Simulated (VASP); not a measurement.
Crystal: CeO2.

```
Ce O
1.0
     0.00000    2.71868    2.71868
     2.71868    0.00000    2.71868
     2.71868    2.71868    0.00000
Ce O
1 2
Direct
  0.00000 0.00000 0.00000
  0.25000 0.25000 0.25000
  0.75000 0.75000 0.75000
```

Base run:

```yaml
Program: VASP 6.6.1
Functional: r2SCAN
Potentials_or_basis: VASP PAW PBE potentials, release 64 (Ce, O)
Cutoff: 520 eV
k_mesh: 8 × 8 × 8
Occupations: gaussian, width 0.05 eV
Spin: no spin polarisation
```

Its results: band gap on the k mesh 2.16 eV (least direct gap 2.29 eV); pressure -0.2 GPa.

Problem. After a change of settings the same cell gave: band gap on the k mesh 1.91 eV (least direct gap 2.01 eV); pressure -4.0 GPa. Which change was it?
A. functional from r2SCAN to PBE; further incar settings from ALGO = Normal; EDIFF = 1e-06; NBANDS = 19 to ALGO = Normal; EDIFF = 1e-07; NBANDS = 19
B. occupations from gaussian, width 0.05 eV to methfessel-paxton, width 0.05 eV
C. functional from r2SCAN to PBEsol
D. dispersion from none to D4

Solution. C.

Caveats: the PAW data sets were made with another functional, which shifts forces and pressure a little; spin-orbit coupling is left out, which moves the levels of the heavy elements; the cell stands under tension (at least some runs).
